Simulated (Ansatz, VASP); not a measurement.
# MgO: VASP beside Ansatz

```
Mg O
1.0
     0.00000    2.09751    2.09751
     2.09751    0.00000    2.09751
     2.09751    2.09751    0.00000
Mg O
1 1
Direct
  0.00000 0.00000 0.00000
  0.50000 0.50000 0.50000
```

Alike in both runs: functional r2SCAN; dispersion rVV10; k mesh 8 × 8 × 8; no spin polarisation.

Ansatz relaxed the structure, and its values are those at the end. VASP's run is a single point on that final structure, the one shown.

```csv
,VASP,Ansatz
version,VASP 6.6.1,Ansatz 0.2.0
potentials or method,"VASP PAW PBE potentials, release 64 (Mg_sv, O)","plane waves, PAW"
plane-wave cutoff (eV),750,500
occupations,"gaussian, width 0.01 eV",fixed
valence electrons in the cell,16,16
```

VASP gave:

```
pressure (GPa) : -0.1
```

**Question.** Which values does Ansatz return?

**Answer.** Pressure (GPa): 0.0.

VASP's potentials were made for PBE, not for r2SCAN.
